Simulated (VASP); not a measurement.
## NaI: single point with r2SCAN

NaI:

```xyz
2
Lattice="0.0000 3.2364 3.2364 3.4791 0.0000 3.2364 3.4791 3.2364 0.0000" Properties=species:S:1:pos:R:3 pbc="T T T"
Na    0.0000    0.0000    0.0000
I     3.4791    3.2364    3.2364
```

This cell differs from its parent crystal: strain +0.0750 x Voigt [1, 0, 0, 0, 0, 0].

```json
{"Program": "VASP 6.6.1", "Task": "single point", "Functional": "r2SCAN", "Potentials or basis": "VASP PAW PBE potentials, release 64 (Na_pv, I)", "Cutoff": "520 eV", "k mesh": "6 × 6 × 6", "Occupations": "gaussian, width 0.05 eV", "Spin": "no spin polarisation"}
```

```
Pressure               : -1.0 GPa
Band gap on the k mesh : 4.20 eV
```

Stress tensor (GPa, compression positive):
```
-1.72  0.00  0.00
 0.00 -0.60  0.00
 0.00  0.00 -0.60
```

Levels at points of the mesh, in eV from the valence-band top:
```tsv
k point	band 4	band 5	band 6	band 7	band 8	band 9	band 10	band 11
(0.00, 0.00, 0.00)	-11.21	-0.06	-0.06	0.00	4.20	8.15	8.60	8.60
(0.50, 0.00, 0.00)	-10.94	-1.98	-0.35	-0.24	5.61	7.75	8.24	9.19
(0.50, 0.50, 0.00)	-10.85	-1.75	-0.89	-0.62	5.13	6.06	10.36	11.15
(0.00, 0.50, 0.50)	-10.92	-1.74	-0.60	-0.60	5.22	6.22	9.84	11.91
```

Wall time 2.9 min on 1 thread of Intel Xeon 8259CL, with other jobs on the host, peak memory 0.22 GiB.

Caveat: the cell differs from its parent crystal (strain +0.0750 x Voigt [1, 0, 0, 0, 0, 0]); the PAW data sets were made with another functional, which shifts forces and pressure a little; spin-orbit coupling is left out, which moves the levels of the heavy elements.
